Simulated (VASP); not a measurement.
# BP (I-4m2) in VASP: notebook

The runs below take BP through single point, with PBE.

All numbers are computed with VASP 6.6.1; they aren't measurements. Logs are shortened: lines on timing, memory, paths and dates and some standing lists are left out, and cuts for length are marked.

### Step 1. The cell of the first run

Symmetry: I-4m2, No. 119, tetragonal system. Conventional cell: a = 3.080 Å, b = 3.080 Å, c = 4.720 Å, α = 90.00°, β = 90.00°, γ = 90.00°. Within 2.6 Å of B (site symmetry -4m2) lie 4 P at 1.94 Å. P (site symmetry -4m2) has 4 B at 1.94 Å within 2.6 Å.

### Step 2. Single point, PBE (strain -0.040 along x and y, +0.040 along z)

File INCAR:

```
SYSTEM = BP
PREC = Accurate
ENCUT = 520
EDIFF = 1E-6
ISMEAR = 0
SIGMA = 0.05
LREAL = .FALSE.
LASPH = .TRUE.
NELM = 60
ALGO = Normal
ISIF = 2
LWAVE = .FALSE.
LCHARG = .FALSE.
GGA = PE
NBANDS = 11
```

File KPOINTS:

```
Automatic mesh
0
G
  10 10 10
  0 0 0
```

File POSCAR:

```
BP
1.0
    0.0000000000      2.1782400000      2.3597600000
    2.1782400000      0.0000000000      2.3597600000
    2.1782400000      2.1782400000      0.0000000000
B P
1 1
Direct
    0.0000000000      0.0000000000      0.0000000000
    0.7500000000      0.7500000000      0.7500000000
```

Potentials or basis: VASP PAW PBE potentials, release 64 (B, P).

On the command line:

```console
> cat potpaw_PBE.64/B/POTCAR potpaw_PBE.64/P/POTCAR > POTCAR
> mpirun -np 1 vasp_std > vasp.out
```

OUTCAR:

```text
SYSTEM = BP
   PREC = Accurate
   ENCUT = 520
   EDIFF = 1E-6
   ISMEAR = 0
   LREAL = .FALSE.
   LASPH = .TRUE.
   NELM = 60
   ISIF = 2
   GGA = PE

 ion  position               nearest neighbor table
   1  0.000  0.000  0.000-   2 1.94   2 1.94   2 1.94   2 1.94
   2  0.750  0.750  0.750-   1 1.94   1 1.94   1 1.94   1 1.94

  LATTYP: Found a body centered tetragonal cell.
 ALAT       =     3.0804965501
 C/A-ratio  =     1.5320646926

  Lattice vectors:

 A1 = (  -2.1782400000,   0.0000000000,   2.3597600000)
 A2 = (   2.1782400000,   0.0000000000,   2.3597600000)
 A3 = (   0.0000000000,   2.1782400000,  -2.3597600000)

Analysis of symmetry for initial positions (statically):
=====================================================================
 Subroutine PRICEL returns:
 Original cell was already a primitive cell.

 Routine SETGRP: Setting up the symmetry group for a
 body centered tetragonal supercell.

 Subroutine GETGRP returns: Found  8 space group operations
 (whereof  8 operations were pure point group operations)
 out of a pool of 16 trial point group operations.

The static configuration has the point symmetry D_2d.

Analysis of symmetry for dynamics (positions and initial velocities):
=====================================================================
 Subroutine PRICEL returns:
 Original cell was already a primitive cell.

 Routine SETGRP: Setting up the symmetry group for a
 body centered tetragonal supercell.

 Subroutine GETGRP returns: Found  8 space group operations
 (whereof  8 operations were pure point group operations)
 out of a pool of 16 trial point group operations.

The dynamic configuration has the point symmetry D_2d.

 Subroutine INISYM returns: Found  8 space group operations
 (whereof  8 operations are pure point group operations),
 and found     1 'primitive' translations

----------------------------------------------------------------------------------------

                                     Primitive cell

  volume of cell :      22.3928

  direct lattice vectors                    reciprocal lattice vectors
     0.000000000  2.178240000  2.359760000    -0.229543117  0.229543117  0.211885955
     2.178240000  0.000000000  2.359760000     0.229543117 -0.229543117  0.211885955
     2.178240000  2.178240000  0.000000000     0.229543117  0.229543117 -0.211885955

  length of vectors
     3.211416627  3.211416627  3.080496550     0.387654154  0.387654154  0.387654154

  position of ions in fractional coordinates (direct lattice)
     0.000000000  0.000000000  0.000000000
     0.750000000  0.750000000  0.750000000

  ion indices of the primitive-cell ions
   primitive index   ion index
                 1           1
                 2           2

----------------------------------------------------------------------------------------

 KPOINTS: Automatic mesh

Automatic generation of k-mesh.
 Grid dimensions read from file:
 generate k-points for:   10   10   10

 Generating k-lattice:

  Cartesian coordinates                     Fractional coordinates (reciprocal lattice)
    -0.022954312  0.022954312  0.021188595     0.100000000  0.000000000  0.000000000
     0.022954312 -0.022954312  0.021188595     0.000000000  0.100000000  0.000000000
     0.022954312  0.022954312 -0.021188595     0.000000000  0.000000000  0.100000000

  Length of vectors
     0.038765415  0.038765415  0.038765415

  Shift w.r.t. Gamma in fractional coordinates (k-lattice)
     0.000000000  0.000000000  0.000000000

 Subroutine IBZKPT returns following result:
 ===========================================

 Found    102 irreducible k-points:

 Following reciprocal coordinates:
            Coordinates               Weight
  0.000000  0.000000  0.000000      1.000000
  0.100000  0.000000  0.000000      8.000000
  0.200000  0.000000  0.000000      8.000000
  0.300000 -0.000000  0.000000      8.000000
  0.400000  0.000000  0.000000      8.000000
  0.500000  0.000000  0.000000      4.000000
[... 16 lines left out ...]
  0.300000  0.300000  0.000000      2.000000
  0.400000  0.300000  0.000000      8.000000
 [... further k-points ...]
   k-points           NKPTS =    102   k-points in BZ     NKDIM =    102   number of bands    NBANDS=     11
   number of dos      NEDOS =    301   number of ions     NIONS =      2
   total plane-waves  NPLWV =  13824
   dimension x,y,z NGX =    24 NGY =   24 NGZ =   24
   dimension x,y,z NGXF=    48 NGYF=   48 NGZF=   48
   ions per type =               1   1
   NGX,Y,Z   is equivalent  to a cutoff of  12.42, 12.42, 12.95 a.u.
   NGXF,Y,Z  is equivalent  to a cutoff of  24.85, 24.85, 25.90 a.u.
 SYSTEM =  BP
   PREC   = accura    normal or accurate (medium, high low for compatibility)
   ISTART =      0    job   : 0-new  1-cont  2-samecut
   ICHARG =      2    charge: 1-file 2-atom 10-const
   ISPIN  =      1    spin polarized calculation?
   LNONCOLLINEAR =      F non collinear calculations
   LSORBIT =      F    spin-orbit coupling
   LASPH  =      T    aspherical Exc in radial PAW
   ENCUT  =  520.0 eV  38.22 Ry    6.18 a.u.   5.97  5.97  5.73*2*pi/ulx,y,z
   NELM   =     60;   NELMIN=  2; NELMDL= -5     # of ELM steps
   EDIFF  = 0.1E-05   stopping-criterion for ELM
   LREAL  =      F    real-space projection
   EDIFFG = 0.1E-04   stopping-criterion for IOM
   NSW    =      0    number of steps for IOM
   IBRION =     -1    ionic relax: 0-MD 1-quasi-New 2-CG
   NFREE  =      0    steps in history (QN), initial steepest desc. (CG)
   ISIF   =      2    stress and relaxation
   ISYM   =      2    0-nonsym 1-usesym 2-fastsym
   POTIM  = 0.5000    time-step for ionic-motion
   TEBEG  =    0.0;   TEEND  =   0.0 temperature during run
   PSTRESS=    0.0 pullay stress
   NELECT =       8.0000    total number of electrons
   NUPDOWN=      -1.0000    fix difference up-down
   EMIN   =  10.00;   EMAX   =-10.00  energy-range for DOS
   EFERMI =   0.00;   METHOD = LEGACY
   ISMEAR =     0;   SIGMA  =   0.05  broadening in eV -4-tet -1-fermi 0-gaus
   EFERMI_NEDOS =   21; number of points for ismear=-14 and -15
   IALGO  =     38    algorithm
   IMIX   =      4    mixing-type and parameters
     AMIX     =   0.40;   BMIX     =  1.00
     AMIX_MAG =   1.60;   BMIX_MAG =  1.00
  volume/ion in A,a.u.               =      11.20        75.56
  Fermi-wavevector in a.u.,A,eV,Ry     =   1.161632  2.195165 18.359536  1.349388
  Thomas-Fermi vector in A             =   2.298201
   LORBIT       =      0    0 simple, 1 ext, 2 COOP (PROOUT), +10 PAW based schemes
   GGA     = PE    functional components
   LHFCALC =     F    Hartree Fock is set to
   AEXX    =    0.0000 exact exchange contribution
   IVDW    =     0    specifies the selected vdW correction
   LEPSILON=     F    determine dielectric tensor
   LRPA    =     F    only Hartree local field effects (RPA)
 non-spin polarized calculation
 Gauss-broadening in eV      SIGMA  =   0.05
  energy-cutoff  :      520.00
  volume of cell :       22.39
 maximum number of plane-waves:       636
   NGX = 11   NGY = 11   NGZ = 11

 number of electron       8.0000001 magnetization

 Free energy of the ion-electron system (eV)
  ---------------------------------------------------
  ext. energy  EPLUGINS =         0.00000000
  ---------------------------------------------------
  free energy    TOTEN  =       -12.81350356 eV

  energy without entropy =      -12.81350356  energy(sigma->0) =      -12.81350356

 E-fermi :   8.5010     XC(G=0): -11.0982

 val. band max:        8.2507692908   @ k =   0.0000   0.0000   0.0000
 cond. band min:       8.8143449780   @ k =   0.4000   0.0000   0.4000
 fundamental gap:      0.5635756872
 Fermi energy:         8.5010309099

 k-point     1 :       0.0000    0.0000    0.0000
  band No.  band energies     occupation
      1      -7.8950      2.00000
      2       7.3695      2.00000
      3       8.2508      2.00000
      4       8.2508      2.00000
      5      11.3138      0.00000
      6      11.3138      0.00000
      7      11.7371      0.00000
      8      15.8223      0.00000
      9      19.0166      0.00000
     10      19.7960      0.00000
     11      21.3204      0.00000

 k-point     2 :       0.1000    0.0000    0.0000
  band No.  band energies     occupation
      1      -7.7078      2.00000
      2       6.5053      2.00000
      3       7.4531      2.00000
      4       7.9749      2.00000
      5      11.5907      0.00000
      6      11.7533      0.00000
      7      12.2987      0.00000
      8      16.2915      0.00000
      9      18.5181      0.00000
     10      20.3794      0.00000
     11      20.4244      0.00000

 k-point     3 :       0.2000    0.0000    0.0000
  band No.  band energies     occupation
      1      -7.1527      2.00000
      2       4.2133      2.00000
      3       6.6960      2.00000
      4       7.4725      2.00000
      5      11.7213      0.00000
      6      12.5957      0.00000
      7      12.9724      0.00000
      8      17.3237      0.00000
      9      18.3862      0.00000
     10      19.4481      0.00000
     11      21.3761      0.00000

 k-point     4 :       0.3000   -0.0000    0.0000
  band No.  band energies     occupation
      1      -6.2582      2.00000
      2       1.7927      2.00000
      3       6.0984      2.00000
      4       7.0534      2.00000
      5      11.5180      0.00000
      6      13.1299      0.00000
      7      13.2015      0.00000
      8      18.1897      0.00000
      9      19.3678      0.00000
     10      19.5940      0.00000
     11      21.8634      0.00000

 k-point     5 :       0.4000    0.0000    0.0000
  band No.  band energies     occupation
      1      -5.1331      2.00000
      2      -0.3085      2.00000
      3       5.7165      2.00000
      4       6.7992      2.00000
      5      11.2744      0.00000
      6      13.1598      0.00000
      7      13.1766      0.00000
      8      18.3519      0.00000
      9      20.9926      0.00000
     10      21.1815      0.00000
     11      23.0229      0.00000
[... 211 lines left out ...]
 k-point    21 :      -0.3000    0.2000    0.0000
  band No.  band energies     occupation
      1      -4.7983      2.00000
      2       0.5274      2.00000
      3       2.6915      2.00000
      4       6.5903      2.00000
      5      12.5798      0.00000
      6      14.3194      0.00000
      7      14.4535      0.00000
      8      17.3640      0.00000
      9      18.5797      0.00000
     10      21.5575      0.00000
     11      24.6570      0.00000

 k-point    22 :      -0.2000    0.2000    0.0000
  band No.  band energies     occupation
      1      -5.8654      2.00000
      2       2.3573      2.00000
      3       3.2557      2.00000
      4       7.2551      2.00000
      5      13.0239      0.00000
      6      13.3768      0.00000
      7      14.0037      0.00000
      8      16.3472      0.00000
      9      17.8294      0.00000
     10      22.0725      0.00000
     11      23.9907      0.00000

 k-point    23 :       0.3000    0.3000    0.0000
  band No.  band energies     occupation
      1      -5.9202      2.00000
      2       2.3822      2.00000
      3       5.1256      2.00000
      4       5.1256      2.00000
      5      10.0940      0.00000
      6      12.1360      0.00000
      7      17.0060      0.00000
      8      17.0060      0.00000
      9      20.7695      0.00000
     10      23.3270      0.00000
     11      24.4194      0.00000

 k-point    24 :       0.4000    0.3000    0.0000
  band No.  band energies     occupation
      1      -5.1242      2.00000
      2       1.1862      2.00000
      3       4.0492      2.00000
      4       4.8617      2.00000
      5      10.3989      0.00000
      6      12.1476      0.00000
      7      17.5930      0.00000
      8      17.7841      0.00000
      9      21.7418      0.00000
     10      23.8332      0.00000
     11      25.0561      0.00000

 [... further k-points ...]

------------------------ aborting loop because EDIFF is reached ----------------------------------------

  FORCE on cell =-STRESS in cart. coord.  units (eV):
  Direction    XX          YY          ZZ          XY          YZ          ZX
  --------------------------------------------------------------------------------------
  -------------------------------------------------------------------------------------
  Total        2.3172928      2.3172928     -1.1256099      0.0000000      0.0000000      0.0000000
  in kB      165.7991118    165.7991118    -80.5358414      0.0000000      0.0000000      0.0000000
  external PRESSURE =      83.6874607 kB  Pullay stress =       0.0000000 kB

 VOLUME and BASIS-vectors are now :
 -----------------------------------------------------------------------------
  energy-cutoff  :      520.00
  volume of cell :       22.39
      direct lattice vectors                 reciprocal lattice vectors
     0.000000000  2.178240000  2.359760000    -0.229543117  0.229543117  0.211885955
     2.178240000  0.000000000  2.359760000     0.229543117 -0.229543117  0.211885955
     2.178240000  2.178240000  0.000000000     0.229543117  0.229543117 -0.211885955

 POSITION                                       TOTAL-FORCE (eV/Angst)
 -----------------------------------------------------------------------------------
      0.00000      0.00000      0.00000        -0.000000      0.000000      0.000000
      3.26736      3.26736      3.53964         0.000000     -0.000000      0.000000
 -----------------------------------------------------------------------------------
    total drift:                                0.000000      0.000000     -0.000000

  FREE ENERGIE OF THE ION-ELECTRON SYSTEM (eV)
  ---------------------------------------------------
  free  energy   TOTEN  =       -12.8135035590 eV

  energy  without entropy=      -12.8135035590  energy(sigma->0) =      -12.81350356
```

Run time: 9.4 s. Hardware: 1 thread of Intel Xeon Platinum 8488C (Sapphire Rapids), shared host; peak memory 0.15 GiB.

What came out:

- Free energy: -12.8135 eV
- Pressure: 8.4 GPa
- Band gap on the k mesh: 0.56 eV, indirect (least direct gap 3.06 eV)

Stress tensor (GPa, compression positive):
```
16.58  0.00  0.00
 0.00 16.58  0.00
 0.00  0.00 -8.05
```

Levels at points of the mesh, in eV from the valence-band top:
```csv
k point,band 1,band 2,band 3,band 4,band 5,band 6,band 7,band 8
"(0.00, 0.00, 0.00)",-16.15,-0.88,0.00,0.00,3.06,3.06,3.49,7.57
"(0.50, 0.00, 0.00)",-12.64,-9.63,-2.66,-1.54,2.92,4.87,4.87,10.05
"(0.50, 0.50, 0.00)",-11.61,-9.58,-3.97,-3.97,1.55,2.12,12.23,12.23
"(0.50, 0.00, 0.50)",-10.77,-8.85,-4.91,-4.73,0.68,0.95,11.09,12.83
```

Caveat: the cell differs from its parent crystal (strain -0.040 along x and y, +0.040 along z). A k mesh can miss the band edges.

### Step 3. Single point, PBE (strain -0.040 along x and y, +0.080 along z)

File INCAR:

```
SYSTEM = BP
ALGO = Normal
EDIFF = 1E-7
ENCUT = 520
GGA = PE
ISIF = 2
ISMEAR = 0
LASPH = .True.
LCHARG = .False.
LREAL = .False.
LWAVE = .False.
NBANDS = 11
NELM = 60
PREC = Accurate
SIGMA = 0.05
```

File KPOINTS:

```
k-points
0
Gamma
  10 10 10
  0 0 0
```

File POSCAR:

```
BP
1.0
    0.0000000000      2.1782400000      2.4505200000
    2.1782400000      0.0000000000      2.4505200000
    2.1782400000      2.1782400000      0.0000000000
B P
1 1
Direct
    0.0000000000      0.0000000000      0.0000000000
    0.7500000000      0.7500000000      0.7500000000
```

Potentials or basis: VASP PAW PBE potentials, release 64 (B, P).

On the command line:

```console
> cat potpaw_PBE.64/B/POTCAR potpaw_PBE.64/P/POTCAR > POTCAR
> mpirun -np 1 vasp_std > vasp.out
```

Wall time 11 s (1 thread of Intel Xeon Platinum 8488C (Sapphire Rapids), shared host); peak memory 0.15 GiB.

Results (log left out):

```yaml
Free_energy: -12.7302 eV
Pressure: 1.5 GPa
Band_gap_on_the_k_mesh: 0.33 eV, indirect (least direct gap 2.83 eV)
```

Stress tensor (GPa, compression positive):
```
 13.74   0.00   0.00
  0.00  13.74   0.00
  0.00   0.00 -22.83
```

Levels at points of the mesh, in eV from the valence-band top:
```csv
k point,band 2,band 3,band 4,band 5,band 6,band 7
"(0.00, 0.00, 0.00)",-1.33,0.00,0.00,2.83,2.83,3.44
"(0.50, 0.00, 0.00)",-9.51,-3.01,-1.38,2.17,4.86,4.95
"(0.50, 0.50, 0.00)",-9.72,-3.71,-3.71,1.76,2.36,11.65
"(0.50, 0.00, 0.50)",-8.69,-5.05,-4.80,0.51,0.69,10.07
```

Caveat: the cell differs from its parent crystal (strain -0.040 along x and y, +0.080 along z).

### Step 4. Single point, PBE (strain +0.040 along x and y, -0.080 along z)

File INCAR:

```
ALGO = Normal
EDIFF = 1E-6
ENCUT = 520
GGA = PE
ISIF = 2
ISMEAR = 0
LASPH = T
LCHARG = F
LREAL = F
LWAVE = F
NBANDS = 11
NELM = 60
PREC = Accurate
SIGMA = 0.05
```

File KPOINTS:

```
k-points
0
Gamma
  10 10 10
```

File POSCAR:

```
BP
1.0
    0.0000000000      2.3597600000      2.0874800000
    2.3597600000      0.0000000000      2.0874800000
    2.3597600000      2.3597600000      0.0000000000
B P
1 1
Direct
    0.0000000000      0.0000000000      0.0000000000
    0.7500000000      0.7500000000      0.7500000000
```

On the command line:

```console
> cat potpaw_PBE.64/B/POTCAR potpaw_PBE.64/P/POTCAR > POTCAR
> mpirun -np 1 vasp_std > vasp.out
```

Wall time 11 s (1 thread of Intel Xeon Platinum 8488C (Sapphire Rapids), shared host); peak memory 0.15 GiB.

The run converged. Its results:

```
Free energy            : -12.7571 eV
Pressure               : 1.3 GPa
Band gap on the k mesh : zero (band 4 reaches 8.22 eV, above the bottom of band 5 at 7.69 eV)
```

Stress tensor (GPa, compression positive):
```
-7.63  0.00  0.00
 0.00 -7.63  0.00
 0.00  0.00 19.29
```

Levels at points of the mesh, in eV from the Fermi level:
```
           k point  band 1  band 2  band 3  band 4  band 5  band 6  band 7  band 8
(0.00, 0.00, 0.00)  -15.76   -0.59   -0.59    0.46    2.77    3.49    3.49    7.03
(0.50, 0.00, 0.00)  -12.38   -9.30   -2.71   -1.32    2.72    3.88    5.94   10.09
(0.50, 0.50, 0.00)  -10.09   -8.07   -5.17   -5.17    0.19    0.32   11.81   11.81
(0.50, 0.00, 0.50)  -11.25   -9.21   -3.99   -3.77    1.62    2.03   10.40   12.32
```

Caveat: the cell differs from its parent crystal (strain +0.040 along x and y, -0.080 along z).

### Step 5. Overview

```tsv
cell	gap on the mesh (eV)	pressure (GPa)
a = 3.211, b = 3.211, c = 3.080 Å, angles 61.3, 61.3, 57.3°, 2 atoms	0.56	8.4
a = 3.279, b = 3.279, c = 3.080 Å, angles 62.0, 62.0, 56.0°, 2 atoms	0.33	1.5
a = 3.151, b = 3.151, c = 3.337 Å, angles 58.0, 58.0, 64.0°, 2 atoms	none	1.3
```

Alike in all rows: task single point; level PBE; potentials or basis VASP PAW PBE potentials, release 64 (B, P); no spin polarisation; k mesh 10 × 10 × 10; cutoff (eV) 520; smearing gaussian 0.05 eV.

Absolute energies hang on the potentials; compare differences alone.
